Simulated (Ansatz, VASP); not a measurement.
Zn6O: VASP beside Ansatz

```xyz
7
Lattice="2.9981 0.0000 0.0000 -1.4991 2.5965 0.0000 0.0000 0.0000 13.2210" Properties=species:S:1:pos:R:3 pbc="T T T"
Zn    0.0000    1.7310    3.0534
Zn    0.0000    0.0000    0.1443
Zn    0.0000    0.0000    5.0114
Zn    0.0000    1.7310    7.0417
Zn    0.0000    0.0000    9.1062
Zn    0.0000    1.7310   11.1992
O     0.0000    1.7310    1.1318
```

Alike in both runs: functional PBE; k mesh 12 × 12 × 4; occupations gaussian, width 0.1 eV; no spin polarisation.

Ansatz relaxed the structure, and its values are those at the end. VASP's run is a single point on that final structure, the one shown.

|  | VASP | Ansatz |
| --- | --- | --- |
| version | VASP 6.6.1 | Ansatz 0.2.0 |
| potentials or method | VASP PAW PBE potentials, release 64 (Zn, O), cutoff 520 eV | scalar-relativistic, plane waves, PAW |
| valence electrons in the cell | 78 | 78 |

```tsv
	VASP	Ansatz	Ansatz less VASP
gap on the k mesh at the Fermi level (eV)	none	none	-
pressure (GPa)	0.5	0.0	-0.48
rms of the force components (eV/Å)	0.021	0.000	-0.0210
```

A gap of «none» marks a metal or a gap that the smearing closes.
